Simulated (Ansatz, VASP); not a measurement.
## Two plane-wave programs on TiS2

```
Ti S
1.0
     3.60842    0.00000    0.00000
    -1.80421    3.12498    0.00000
     0.00000    0.00000    5.73872
Ti S
1 2
Cartesian
  0.0000 0.0000 0.0000
  0.0000 2.0833 1.3276
  1.8042 1.0417 4.4111
```

Change from the starting cell: biaxial_xy strain +5.8%.

Alike in both runs: task single point; functional HSE06; k mesh 6 × 6 × 4; no spin polarisation.

|  | VASP | Ansatz |
| --- | --- | --- |
| version | VASP 6.6.1 | Ansatz 0.2.0 |
| potentials or method | VASP PAW PBE potentials, release 64 (Ti_sv, S) | plane waves, PAW |
| plane-wave cutoff (eV) | 400 | 420 |
| occupations | gaussian, width 0.01 eV | fixed |
| valence electrons in the cell | 24 | 24 |

Ansatz gave:

* gap on the k mesh at the Fermi level (eV): 0.99
* pressure (GPa): -6.0
* traceless stress, the component that is largest in VASP (GPa): 5.65
* rms of the force components (eV/Å): 0.103

**Question.** Which values does VASP return?

**Answer.** gap on the k mesh at the Fermi level (eV): 0.98; pressure (GPa): -6.3; traceless stress, the component that is largest in VASP (GPa): 5.70; rms of the force components (eV/Å): 0.100.

Atom by atom the forces differ by 0.003 eV/Å (rms over components). Ansatz's warnings: metallic iterate, stress exchange threshold loose, stress scf threshold loose.
